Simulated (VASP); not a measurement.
# Be (I4_1/amd) in VASP: notebook

Be is run at these levels: PBE; tasks: single point.

All numbers are computed with VASP 6.6.1; they aren't measurements. Logs are shortened: lines on timing, memory, paths and dates and some standing lists are left out, and cuts for length are marked.

### 1 The cell of the first run

Symmetry: I4_1/amd, No. 141, tetragonal system. The conventional cell has a = 3.095 Å, b = 3.095 Å, c = 1.700 Å, α = 90.00°, β = 90.00°, γ = 90.00°. Be (site symmetry -4m2) has 10 Be at 1.60 to 2.01 Å within 2.1 Å.

### 2 Single point, PBE

The input, INCAR:

```
  PREC = Accurate
  ENCUT = 520
  EDIFF = 1E-7
  ISMEAR = -1
  SIGMA = 0.1
  LREAL = F
  LASPH = T
  NELM = 100
  ALGO = Normal
  ISIF = 2
  LWAVE = F
  LCHARG = F
  GGA = PE
  NBANDS = 9
```

The input, KPOINTS:

```
Automatic mesh
0
Gamma
  25 25 25
```

The input, POSCAR:

```
Be
1.0
   -1.5476291612      1.5476291612      0.8498763978
    1.5476291612     -1.5476291612      0.8498763978
    1.5476291612      1.5476291612     -0.8498763978
Be
2
Direct
   -0.3750000000     -0.1250000000     -0.2500000000
    0.3750000000      0.1250000000      0.2500000000
```

Potentials or basis: VASP PAW PBE potentials, release 64 (Be).

Launch:

```
$ cat potpaw_PBE.64/Be/POTCAR > POTCAR
$ mpirun -np 1 vasp_std > vasp.out
```

OUTCAR:

```text
PREC = Accurate
   ENCUT = 520
   EDIFF = 1E-7
   ISMEAR = -1
   LREAL = F
   LASPH = T
   NELM = 100
   ISIF = 2
   GGA = PE

 ion  position               nearest neighbor table
   1  0.625  0.875  0.750-   2 1.60   2 1.60   2 1.60   2 1.60   2 2.01   2 2.01   2 2.01   2 2.01

   2  0.375  0.125  0.250-   1 1.60   1 1.60   1 1.60   1 1.60   1 2.01   1 2.01   1 2.01   1 2.01

  LATTYP: Found a body centered tetragonal cell.
 ALAT       =     3.0952583224
 C/A-ratio  =     0.5491473146

  Lattice vectors:

 A1 = (  -1.5476291612,   1.5476291612,   0.8498763978)
 A2 = (   1.5476291612,  -1.5476291612,   0.8498763978)
 A3 = (   1.5476291612,   1.5476291612,  -0.8498763978)

Analysis of symmetry for initial positions (statically):
=====================================================================
 Subroutine PRICEL returns:
 Original cell was already a primitive cell.

 Routine SETGRP: Setting up the symmetry group for a
 body centered tetragonal supercell.

 Subroutine GETGRP returns: Found 16 space group operations
 (whereof  4 operations were pure point group operations)
 out of a pool of 16 trial point group operations.

The static configuration has the point symmetry C_2h.
 The point group associated with its full space group is D_4h.

Analysis of symmetry for dynamics (positions and initial velocities):
=====================================================================
 Subroutine PRICEL returns:
 Original cell was already a primitive cell.

 Routine SETGRP: Setting up the symmetry group for a
 body centered tetragonal supercell.

 Subroutine GETGRP returns: Found 16 space group operations
 (whereof  4 operations were pure point group operations)
 out of a pool of 16 trial point group operations.

The dynamic configuration has the point symmetry C_2h.
 The point group associated with its full space group is D_4h.

 Subroutine INISYM returns: Found 16 space group operations
 (whereof  4 operations are pure point group operations),
 and found     1 'primitive' translations

----------------------------------------------------------------------------------------

                                     Primitive cell

  volume of cell :       8.1423

  direct lattice vectors                    reciprocal lattice vectors
    -1.547629161  1.547629161  0.849876398     0.000000000  0.323074812  0.588320844
     1.547629161 -1.547629161  0.849876398     0.323074812  0.000000000  0.588320844
     1.547629161  1.547629161 -0.849876398     0.323074812  0.323074812  0.000000000

  length of vectors
     2.347893084  2.347893084  2.347893084     0.671192037  0.671192037  0.456896781

  position of ions in fractional coordinates (direct lattice)
     0.625000000  0.875000000  0.750000000
     0.375000000  0.125000000  0.250000000

  ion indices of the primitive-cell ions
   primitive index   ion index
                 1           1
                 2           2

----------------------------------------------------------------------------------------

 KPOINTS: Automatic mesh

Automatic generation of k-mesh.
 Grid dimensions read from file:
 generate k-points for:   25   25   25

 Generating k-lattice:

  Cartesian coordinates                     Fractional coordinates (reciprocal lattice)
     0.000000000  0.012922992  0.023532834     0.040000000  0.000000000  0.000000000
     0.012922992  0.000000000  0.023532834     0.000000000  0.040000000  0.000000000
     0.012922992  0.012922992  0.000000000     0.000000000  0.000000000  0.040000000

  Length of vectors
     0.026847681  0.026847681  0.018275871

  Shift w.r.t. Gamma in fractional coordinates (k-lattice)
     0.000000000  0.000000000  0.000000000

 Subroutine IBZKPT returns following result:
 ===========================================

 Found   1183 irreducible k-points:

 Following reciprocal coordinates:
            Coordinates               Weight
  0.000000  0.000000  0.000000      1.000000
  0.040000  0.000000 -0.000000      8.000000
  0.080000  0.000000 -0.000000      8.000000
  0.120000 -0.000000  0.000000      8.000000
  0.160000  0.000000 -0.000000      8.000000
  0.200000 -0.000000  0.000000      8.000000
[... 16 lines left out ...]
  0.400000  0.040000  0.000000     16.000000
  0.440000  0.040000 -0.000000     16.000000
 [... further k-points ...]
   k-points           NKPTS =   1183   k-points in BZ     NKDIM =   1183   number of bands    NBANDS=      9
   number of dos      NEDOS =    301   number of ions     NIONS =      2
   total plane-waves  NPLWV =   5832
   dimension x,y,z NGX =    18 NGY =   18 NGZ =   18
   dimension x,y,z NGXF=    36 NGYF=   36 NGZF=   36
   ions per type =               2
   NGX,Y,Z   is equivalent  to a cutoff of  12.75, 12.75, 12.75 a.u.
   NGXF,Y,Z  is equivalent  to a cutoff of  25.49, 25.49, 25.49 a.u.
 SYSTEM =  unknown system
   PREC   = accura    normal or accurate (medium, high low for compatibility)
   ISTART =      0    job   : 0-new  1-cont  2-samecut
   ICHARG =      2    charge: 1-file 2-atom 10-const
   ISPIN  =      1    spin polarized calculation?
   LNONCOLLINEAR =      F non collinear calculations
   LSORBIT =      F    spin-orbit coupling
   LASPH  =      T    aspherical Exc in radial PAW
   ENCUT  =  520.0 eV  38.22 Ry    6.18 a.u.   4.37  4.37  4.37*2*pi/ulx,y,z
   NELM   =    100;   NELMIN=  2; NELMDL= -5     # of ELM steps
   EDIFF  = 0.1E-06   stopping-criterion for ELM
   LREAL  =      F    real-space projection
   EDIFFG = 0.1E-05   stopping-criterion for IOM
   NSW    =      0    number of steps for IOM
   IBRION =     -1    ionic relax: 0-MD 1-quasi-New 2-CG
   NFREE  =      0    steps in history (QN), initial steepest desc. (CG)
   ISIF   =      2    stress and relaxation
   ISYM   =      2    0-nonsym 1-usesym 2-fastsym
   POTIM  = 0.5000    time-step for ionic-motion
   TEBEG  =    0.0;   TEEND  =   0.0 temperature during run
   PSTRESS=    0.0 pullay stress
   NELECT =       4.0000    total number of electrons
   NUPDOWN=      -1.0000    fix difference up-down
   EMIN   =  10.00;   EMAX   =-10.00  energy-range for DOS
   EFERMI =   0.00;   METHOD = LEGACY
   ISMEAR =    -1;   SIGMA  =   0.10  broadening in eV -4-tet -1-fermi 0-gaus
   EFERMI_NEDOS =   21; number of points for ismear=-14 and -15
   IALGO  =     38    algorithm
   IMIX   =      4    mixing-type and parameters
     AMIX     =   0.40;   BMIX     =  1.00
     AMIX_MAG =   1.60;   BMIX_MAG =  1.00
  volume/ion in A,a.u.               =       4.07        27.47
  Fermi-wavevector in a.u.,A,eV,Ry     =   1.291750  2.441053 22.702910  1.668617
  Thomas-Fermi vector in A             =   2.423500
   LORBIT       =      0    0 simple, 1 ext, 2 COOP (PROOUT), +10 PAW based schemes
   GGA     = PE    functional components
   LHFCALC =     F    Hartree Fock is set to
   AEXX    =    0.0000 exact exchange contribution
   IVDW    =     0    specifies the selected vdW correction
   LEPSILON=     F    determine dielectric tensor
   LRPA    =     F    only Hartree local field effects (RPA)
 non-spin polarized calculation
  energy-cutoff  :      520.00
  volume of cell :        8.14
 maximum number of plane-waves:       235
 NGX is ok and might be reduce to    18
   NGX =  9   NGY =  9   NGZ =  9

 number of electron       4.0000000 magnetization

 Free energy of the ion-electron system (eV)
  ---------------------------------------------------
  ext. energy  EPLUGINS =         0.00000000
  ---------------------------------------------------
  free energy    TOTEN  =        -1.22268530 eV

  energy without entropy =       -1.21616107  energy(sigma->0) =       -1.21942319

 E-fermi :  15.4550     XC(G=0): -13.0197

 val. band max:       15.4548304876   @ k =  -0.2400  -0.4800   0.1600
 cond. band min:      15.4573388016   @ k =   0.2800   0.0800   0.0400
 fundamental gap:      0.0025083141
 Fermi energy:        15.4549886669

 k-point     1 :       0.0000    0.0000    0.0000
  band No.  band energies     occupation
      1      -0.9135      2.00000
      2      16.4546      0.00009
      3      16.4546      0.00009
      4      24.4183      0.00000
      5      35.0597      0.00000
      6      42.7599      0.00000
      7      42.7599      0.00000
      8      44.0673      0.00000
      9      44.2945      0.00000

 k-point     2 :       0.0400    0.0000   -0.0000
  band No.  band energies     occupation
      1      -0.8584      2.00000
      2      16.3644      0.00022
      3      16.5299      0.00004
      4      24.7160      0.00000
      5      34.5028      0.00000
      6      42.2684      0.00000
      7      42.7151      0.00000
      8      43.5598      0.00000
      9      44.7500      0.00000

 k-point     3 :       0.0800    0.0000   -0.0000
  band No.  band energies     occupation
      1      -0.6928      2.00000
      2      16.1422      0.00207
      3      16.7503      0.00000
      4      25.5594      0.00000
      5      33.1360      0.00000
      6      41.0565      0.00000
      7      41.9694      0.00000
      8      42.4831      0.00000
      9      46.1928      0.00000

 k-point     4 :       0.1200   -0.0000    0.0000
  band No.  band energies     occupation
      1      -0.4150      2.00000
      2      15.8861      0.02648
      3      17.0961      0.00000
      4      26.8440      0.00000
      5      31.3985      0.00000
      6      39.0353      0.00000
      7      40.4591      0.00000
      8      41.7365      0.00000
      9      47.7920      0.00000
[... 205 lines left out ...]
 k-point    22 :       0.3600    0.0400   -0.0000
  band No.  band energies     occupation
      1       4.4323      2.00000
      2      15.8914      0.02512
      3      17.9363      0.00000
      4      21.0339      0.00000
      5      26.0988      0.00000
      6      28.5546      0.00000
      7      35.8107      0.00000
      8      43.0438      0.00000
      9      44.3594      0.00000

 k-point    23 :       0.4000    0.0400    0.0000
  band No.  band energies     occupation
      1       5.4000      2.00000
      2      14.4686      1.99990
      3      18.3240      0.00000
      4      20.7042      0.00000
      5      24.9052      0.00000
      6      28.1717      0.00000
      7      36.8712      0.00000
      8      44.4502      0.00000
      9      46.0494      0.00000

 k-point    24 :       0.4400    0.0400   -0.0000
  band No.  band energies     occupation
      1       6.1455      2.00000
      2      13.3868      2.00000
      3      18.5023      0.00000
      4      20.4850      0.00000
      5      24.3397      0.00000
      6      27.9509      0.00000
      7      38.1199      0.00000
      8      44.4566      0.00000
      9      44.9182      0.00000

 [... further k-points ...]

------------------------ aborting loop because EDIFF is reached ----------------------------------------

  FORCE on cell =-STRESS in cart. coord.  units (eV):
  Direction    XX          YY          ZZ          XY          YZ          ZX
  --------------------------------------------------------------------------------------
  -------------------------------------------------------------------------------------
  Total       13.8224909     13.8224909     13.8084918      0.0000000      0.0000000     -0.0000000
  in kB     2719.8648648   2719.8648648   2717.1102501      0.0000000      0.0000000     -0.0000000
  external PRESSURE =    2718.9466599 kB  Pullay stress =       0.0000000 kB

 VOLUME and BASIS-vectors are now :
 -----------------------------------------------------------------------------
  energy-cutoff  :      520.00
  volume of cell :        8.14
      direct lattice vectors                 reciprocal lattice vectors
    -1.547629161  1.547629161  0.849876398     0.000000000  0.323074812  0.588320844
     1.547629161 -1.547629161  0.849876398     0.323074812  0.000000000  0.588320844
     1.547629161  1.547629161 -0.849876398     0.323074812  0.323074812  0.000000000

 POSITION                                       TOTAL-FORCE (eV/Angst)
 -----------------------------------------------------------------------------------
      1.54763      0.77381      0.63741         0.000000      0.000000     -0.000000
     -0.00000      0.77381      0.21247        -0.000000     -0.000000      0.000000
 -----------------------------------------------------------------------------------
    total drift:                               -0.000000     -0.000000     -0.000000

  FREE ENERGIE OF THE ION-ELECTRON SYSTEM (eV)
  ---------------------------------------------------
  free  energy   TOTEN  =        -1.2226853040 eV

  energy  without entropy=       -1.2161610686  energy(sigma->0) =       -1.21942319
```

Run time: 39 s. Hardware: 1 thread of Intel Xeon Platinum 8559C (Emerald Rapids), shared host; peak memory 0.18 GiB.

What came out:

```yaml
Free_energy: -1.2227 eV
Pressure: 271.9 GPa
Band_gap_on_the_k_mesh: zero (bands 2 and 3 overlap by 9.99 eV)
```

Levels at points of the mesh, in eV from the Fermi level:
```csv
k point,band 1,band 2,band 3,band 4,band 5
"(0.00, 0.00, 0.00)",-16.37,1.00,1.00,8.96,19.60
```

Caveat: the cell stands under pressure.

### 3 Single point, PBE

The input, INCAR:

```
SYSTEM = Be
ALGO = Normal ; EDIFF = 1E-6
ENCUT = 520 ; GGA = PE
ISIF = 2 ; ISMEAR = -1
LASPH = .TRUE. ; LCHARG = .FALSE.
LREAL = .FALSE. ; LWAVE = .FALSE.
NBANDS = 9 ; NELM = 60
PREC = Accurate ; SIGMA = 0.1
```

The input, KPOINTS:

```
k-points
0
G
  25 25 25
  0 0 0
```

The input, POSCAR:

```
Be
1.0
   -1.5473812170      1.5473812170      0.8496551484
    1.5473812170     -1.5473812170      0.8496551484
    1.5473812170      1.5473812170     -0.8496551484
Be
2
Direct
   -0.3750000000     -0.1250000000     -0.2500000000
    0.3750000000      0.1250000000      0.2500000000
```

Potentials or basis: VASP PAW PBE potentials, release 64 (Be).

Launch:

```
$ cat potpaw_PBE.64/Be/POTCAR > POTCAR
$ mpirun -np 1 vasp_std > vasp.out
```

Run time: 36 s. Hardware: 1 thread of Intel Xeon Platinum 8559C (Emerald Rapids), shared host; peak memory 0.18 GiB.

The run converged. Its results:

| Item | Value |
| --- | --- |
| Free energy | -1.2147 eV |
| Pressure | 272.4 GPa |
| Band gap on the k mesh | zero (bands 2 and 3 overlap by 10.00 eV) |

Stress tensor (GPa, compression positive):
```
272.39   0.00   0.00
  0.00 272.39   0.00
  0.00   0.00 272.29
```

Levels at points of the mesh, in eV from the Fermi level:
```
           k point  band 1  band 2  band 3  band 4  band 5  band 6  band 7
(0.00, 0.00, 0.00)  -16.37    1.00    1.00    8.96   19.61   27.31   27.31
```

Caveat: the cell stands under pressure.
